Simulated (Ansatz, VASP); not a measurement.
**One calculation of Si, two programs**

Contents of POSCAR:

```
Si
1.0
    3.6780647621      0.0000000000      0.0000000000
   -1.8390323811      3.1852975207      0.0000000000
    0.0000000000      0.0000000000      6.8392317602
Si
4
Direct
    0.3333333333      0.6666666667      0.0630095000
    0.6666666667      0.3333333333      0.5630095000
    0.3333333333      0.6666666667      0.4369905000
    0.6666666667      0.3333333333      0.9369905000
```

INCAR.step1

```
ALGO = Normal
EDIFF = 1E-4
ENCUT = 520
GGA = PE
ISMEAR = 0
LASPH = True
LCHARG = False
LREAL = False
LWAVE = True
NBANDS = 16
NELM = 60
PREC = Accurate
SIGMA = 0.05
```

The input INCAR.step2:

```
ALGO = Normal
EDIFF = 1E-6
ENCUT = 520
ISIF = 2
ISMEAR = 0
ISTART = 1
LASPH = True
LCHARG = True
LELF = True
LMIXTAU = True
LREAL = False
LVHAR = True
LWAVE = False
METAGGA = R2SCAN
NBANDS = 16
NELM = 60
PREC = Accurate
SIGMA = 0.05
```

Contents of KPOINTS:

```
k-points
0
Gamma
  12 12 6
```

Input for Ansatz:

```yaml
crystal:
  lattice:
    - [3.6780647621, 0.0, 0.0]
    - [-1.8390323811, 3.1852975207, 0.0]
    - [0.0, 0.0, 6.8392317602]
  atoms:
    - { symbol: Si, position: [0.3333333333, 0.6666666667, 0.0630095] }
    - { symbol: Si, position: [0.6666666667, 0.3333333333, 0.5630095] }
    - { symbol: Si, position: [0.3333333333, 0.6666666667, 0.4369905] }
    - { symbol: Si, position: [0.6666666667, 0.3333333333, 0.9369905] }
basis:
  ecutwfc: 500
kpoints:
  mp_grid: { grid: [12, 12, 6] }
hamiltonian:
  xc: r2scan
scf:
  occupations: { method: gaussian, width: 0.05 }
output:
  forces: true
  stress: true
  eigenvalues: true
```

Change from the starting cell: strain -0.040 along x and y, +0.080 along z, atoms carried along.

Alike in both runs: task single point; functional r2SCAN; k mesh 12 × 12 × 6; occupations gaussian, width 0.05 eV; no spin polarisation.

```csv
,VASP,Ansatz
version,VASP 6.6.1,Ansatz 0.2.0
potentials or method,"VASP PAW PBE potentials, release 64 (Si), cutoff 520 eV","scalar-relativistic, plane waves, PAW"
valence electrons in the cell,16,16
```

|  | VASP | Ansatz | Ansatz less VASP |
| --- | --- | --- | --- |
| gap on the k mesh at the Fermi level (eV) | 0.46 | 0.45 | -0.007 |
| least direct gap on the mesh (eV) | 0.46 | 0.45 | -0.007 |
| pressure (GPa) | 2.0 | 2.2 | +0.22 |
| traceless stress, the component that is largest in VASP (GPa) | -15.91 | -15.82 | +0.092 |
| rms of the force components (eV/Å) | 0.479 | 0.489 | +0.0100 |

VASP's potentials were made for PBE, not for r2SCAN. Atom by atom the forces differ by 0.010 eV/Å (rms over components). With one functional, cell and mesh, what is left measures potentials, basis and numerics.
